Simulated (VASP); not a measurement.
Runs of VASP 6.6.1 on Au. The structure is that of space group Im-3m (No. 229), or close to it. The cells are those of the table. 

```tsv
task	cell	cutoff (eV)	smearing	k mesh for the DOS	occupations for the DOS	gap on the mesh (eV)	pressure (GPa)
single point	a = 2.515 Å, angles 109.5°, 1 atom	520	fermi-dirac 0.08 eV	-	-	none	(b)
single point	a = 2.860 Å, angles 109.5°, 1 atom	520	fermi-dirac 0.08 eV	-	-	none	(a)
single point	a = 2.740 Å, angles 109.5°, 1 atom	520	fermi-dirac 0.08 eV	-	-	none	25.3
single point	a = 2.385 Å, angles 109.5°, 1 atom	520	fermi-dirac 0.08 eV	-	-	none	349.0
single point	a = 2.632 Å, angles 109.5°, 1 atom	520	fermi-dirac 0.08 eV	-	-	none	70.3
single point	a = 2.385 Å, angles 109.5°, 1 atom	500	methfessel-paxton 0.01 eV	-	-	none	349.1
relaxation of cell and atoms	relaxed from a = 2.857 Å, angles 109.5°, 1 atom	600	fermi-dirac 0.08 eV	-	-	none	0.0
```

Alike in all rows: level PBE; potentials or basis VASP PAW PBE potentials, release 64 (Au); no spin polarisation; k mesh 16 × 16 × 16.

Q: Estimate the missing entries.

A: (a) -0.2; (b) 160.5.

Caveats: spin-orbit coupling is left out, which moves the levels of the heavy elements.

A k mesh can miss the band edges, and the runs leave out spin-orbit coupling on Au.

A gap of «none» marks levels without a gap at the run's occupations.
